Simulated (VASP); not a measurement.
## BeTe: single point with r2SCAN

The system is BeTe.

```xyz
2
Lattice="0.0000 2.8852 2.8852 2.8852 0.0000 2.8852 2.8852 2.8852 0.0000" Properties=species:S:1:pos:R:3 pbc="T T T"
Be    0.0000    0.0000    0.0000
Te    1.4426    1.4426    1.4426
```

This cell differs from its parent crystal: strain +2.0%.

- Program: VASP 6.6.1
- Task: single point
- Functional: r2SCAN
- Potentials or basis: VASP PAW PBE potentials, release 64 (Be, Te)
- Cutoff: 520 eV
- k mesh: 8 × 8 × 8
- Occupations: gaussian, width 0.01 eV
- Spin: non-collinear spin, zero start, spin-orbit coupling
- Starting moments: [[0.0, 0.0, 0.0], [0.0, 0.0, 0.0]] μB

| Item | Value |
| --- | --- |
| Pressure | -3.0 GPa |
| Net moment | 0.00 μB per cell |
| Valence electrons inside the program's atomic spheres | Be 0.85; Te 3.52 |

Moments on the atoms (μB; x, y, z):
```
Be  0.00 0.00 0.00
Te  0.00 0.00 0.00
```

Wall time 3.6 min on 1 thread of Intel(R) Xeon(R) 6975P-C (Granite Rapids) (shared host), peak memory 0.35 GiB.

Caveat: the cell differs from its parent crystal (strain +2.0%); the PAW data sets were made with another functional, which shifts forces and pressure a little.
